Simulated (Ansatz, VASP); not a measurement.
Se: VASP beside Ansatz

File INCAR:

```
SYSTEM = Se
PREC = Accurate
ENCUT = 600
EDIFF = 1E-6
ISMEAR = 0
SIGMA = 0.1
LREAL = .FALSE.
LASPH = .TRUE.
NELM = 80
ALGO = Normal
ISIF = 3
LWAVE = .FALSE.
LCHARG = .FALSE.
GGA = PE
IBRION = 2
NSW = 90
EDIFFG = -0.04
```

KPOINTS

```
regular mesh
0
G
  6 8 4
  0 0 0
```

POSCAR

```
Se
1.0
    2.8395043100      0.0000000000      0.0000000000
    0.0000000000      2.2112263000      0.0000000000
   -1.4169634700      0.0000000000      4.5513510900
Se
1
Direct
    0.5000000000      0.0000000000      0.5000000000
```

Input for Ansatz:

```yaml
crystal:
  lattice:
    - [2.83950431, 0.0, 0.0]
    - [0.0, 2.2112263, 0.0]
    - [-1.41696347, 0.0, 4.55135109]
  atoms:
    - { symbol: Se, position: [0.5, 0.0, 0.5] }
basis:
  ecutwfc: 420
kpoints:
  mp_grid: { grid: [6, 8, 4] }
hamiltonian:
  xc: pbe
scf:
  occupations: { method: gaussian, width: 0.1 }
  lower_state_search: "off"
output:
  forces: true
  stress: true
  eigenvalues: true
relax:
  adjacent_minimum: "off"
  f_tol: 0.04
  max_steps: 70
  cell: { stress_tol: 0.4 }
```

Alike in both runs: task relaxation of cell and atoms; functional PBE; k mesh 6 × 8 × 4; occupations gaussian, width 0.1 eV; no spin polarisation.

```csv
,VASP,Ansatz
version,VASP 6.6.1,Ansatz 0.2.0
potentials or method,"VASP PAW PBE potentials, release 64 (Se), cutoff 600 eV","scalar-relativistic, plane waves, PAW"
valence electrons in the cell,6,16
```

Ansatz gave:

```
gap on the k mesh at the Fermi level, each at its own relaxed structure (eV) : none
relaxed volume (Å³/atom)                                                     : 28.76
relaxed cell length with the largest relative difference (Å)                 : 2.725
```

Estimate VASP's values.

gap on the k mesh at the Fermi level, each at its own relaxed structure (eV): none; relaxed volume (Å³/atom): 31.48; relaxed cell length with the largest relative difference (Å): 2.709.

A gap of «none» marks a metal or a gap that the smearing closes. One of these differences is far larger than is usual between the two programs; its cause wasn't traced. VASP's potentials hold 6 valence electrons a cell and Ansatz's 16, so a difference there can come from the potentials and not from the codes.

The k mesh is coarse, so the values compare programs but aren't converged.
